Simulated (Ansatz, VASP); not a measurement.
## One calculation of Ir, two programs

```
Ir
1.0
    -1.55516    1.55516    1.55516
     1.55516   -1.55516    1.55516
     1.55516    1.55516   -1.55516
Ir
1
Direct
  0.00000 0.00000 0.00000
```

Alike in both runs: functional PBE; k mesh 19 × 19 × 19; occupations fermi-dirac, width 0.05 eV; no spin polarisation.

Ansatz relaxed the structure, and its values are those at the end. VASP's run is a single point on that final structure, the one shown.

```csv
,VASP,Ansatz
version,VASP 6.6.1,Ansatz 0.2.0
potentials or method,"VASP PAW PBE potentials, release 64 (Ir)","PAW with Ansatz's default frozen-core files, scalar-relativistic"
plane-wave cutoff (eV),520,420
valence electrons in the cell,9,17
```

VASP gave:

* pressure (GPa): 0.4

Problem. What did Ansatz give for the same quantities?

Solution. Pressure (GPa): 0.0.

With one functional, cell and mesh, what is left measures potentials, basis and numerics. VASP's potentials hold 9 valence electrons a cell and Ansatz's 17, so a difference there can come from the potentials and not from the codes.

Spin-orbit coupling is off throughout.
